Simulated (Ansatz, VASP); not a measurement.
## Ba in VASP and in Ansatz

File POSCAR:

```
Ba
1.0
    0.0000000000      3.1778634837      3.1778634837
    3.1778634837      0.0000000000      3.1778634837
    3.1778634837      3.1778634837      0.0000000000
Ba
1
Direct
    0.0000000000      0.0000000000      0.0000000000
```

The input INCAR.step1:

```
PREC = Accurate
ENCUT = 520
ISMEAR = -1
SIGMA = 0.05
LREAL = False
LASPH = True
NELM = 60
NBANDS = 11
GGA = PE
ALGO = Normal
EDIFF = 1E-4
LWAVE = True
LCHARG = False
```

Contents of INCAR.step2:

```
PREC = Accurate
ENCUT = 520
EDIFF = 1E-8
ISMEAR = -1
SIGMA = 0.05
LREAL = False
LASPH = True
NELM = 60
ALGO = Normal
ISIF = 2
LWAVE = False
LCHARG = False
METAGGA = R2SCAN
LMIXTAU = True
LEFG = True
NBANDS = 11
ISTART = 1
```

The input KPOINTS:

```
regular mesh
0
Gamma
  9 9 9
```

Input for Ansatz:

```yaml
crystal:
  lattice:
    - [0.0, 3.1778634837, 3.1778634837]
    - [3.1778634837, 0.0, 3.1778634837]
    - [3.1778634837, 3.1778634837, 0.0]
  atoms:
    - { symbol: Ba, position: [0.0, 0.0, 0.0] }
kpoints:
  mp_grid: { grid: [9, 9, 9] }
scf:
  occupations: { method: fermi_dirac, width: 0.05 }
hamiltonian:
  xc: r2scan
  pseudopotentials: { kind: all_electron, datasets: crystal }
output:
  forces: true
  stress: true
  eigenvalues: true
  efg: { contact_densities: true }
```

Change from the starting cell: volume scaled by 0.95, crystal datasets.

Alike in both runs: task electric field gradients; functional r2SCAN; k mesh 9 × 9 × 9; occupations fermi-dirac, width 0.05 eV; no spin polarisation.

|  | VASP | Ansatz |
| --- | --- | --- |
| version | VASP 6.6.1 | Ansatz 0.2.0 |
| potentials or method | VASP PAW PBE potentials, release 64 (Ba_sv), cutoff 520 eV | all-electron PAW with datasets made for the crystal, scalar-relativistic |

|  | VASP | Ansatz | Ansatz less VASP |
| --- | --- | --- | --- |
| pressure (GPa) | 0.4 | 0.3 | -0.05 |

VASP's potentials were made for PBE, not for r2SCAN. Ansatz ran all-electron here, and VASP with PAW potentials.

Neither program's run includes spin-orbit coupling.
